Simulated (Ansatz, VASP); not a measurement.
**Si: VASP beside Ansatz**

Contents of INCAR:

```
PREC = Accurate
ENCUT = 520
EDIFF = 1E-6
ISMEAR = 0
SIGMA = 0.03
LREAL = False
LASPH = True
NELM = 80
ALGO = Normal
ISIF = 2
LWAVE = False
LCHARG = False
NBANDS = 16
```

File KPOINTS:

```
Automatic mesh
0
Gamma
  12 12 6
```

POSCAR

```
Si
1.0
    3.9087888130      0.0000000000      0.0000000000
   -1.9543944065      3.3851104101      0.0000000000
    0.0000000000      0.0000000000      5.9487856945
Si
4
Direct
    0.3333333333      0.6666666667      0.0773474439
    0.6666666667      0.3333333333      0.5773474439
    0.3333333333      0.6666666667      0.4226525561
    0.6666666667      0.3333333333      0.9226525561
```

Input for Ansatz:

```yaml
crystal:
  lattice:
    - [3.908788813, 0.0, 0.0]
    - [-1.9543944065, 3.3851104101, 0.0]
    - [0.0, 0.0, 5.9487856945]
  atoms:
    - { symbol: Si, position: [0.3333333333, 0.6666666667, 0.0773474439] }
    - { symbol: Si, position: [0.6666666667, 0.3333333333, 0.5773474439] }
    - { symbol: Si, position: [0.3333333333, 0.6666666667, 0.4226525561] }
    - { symbol: Si, position: [0.6666666667, 0.3333333333, 0.9226525561] }
basis:
  ecutwfc: 420
kpoints:
  mp_grid: { grid: [12, 12, 6] }
hamiltonian:
  xc: lda
  pseudopotentials: { kind: paw, azcp: { folder: soft_1 } }
scf:
  occupations: { method: gaussian, width: 0.03 }
output:
  forces: true
  stress: true
  eigenvalues: true
```

Alike in both runs: task single point; functional LDA; k mesh 12 × 12 × 6; occupations gaussian, width 0.03 eV; no spin polarisation.

```csv
,VASP,Ansatz
version,VASP 6.6.1,Ansatz 0.2.0
potentials or method,"VASP PAW LDA potentials, release 64 (Si), cutoff 520 eV","scalar-relativistic, plane waves, PAW"
valence electrons in the cell,16,16
```

|  | VASP | Ansatz | Ansatz less VASP |
| --- | --- | --- | --- |
| gap on the k mesh at the Fermi level (eV) | none | none | - |
| pressure (GPa) | 5.5 | 5.5 | -0.02 |
| traceless stress, the component that is largest in VASP (GPa) | 29.03 | 29.05 | +0.012 |
| rms of the force components (eV/Å) | 2.936 | 2.945 | +0.0088 |

Ansatz warns that its potentials were made for another functional, while VASP's fit it. LDA's correlation is that of Perdew and Zunger in VASP and of Perdew and Wang (1992) in Ansatz. Atom by atom the forces differ by 0.009 eV/Å (rms over components). A gap of «none» marks a metal or a gap that the smearing closes.
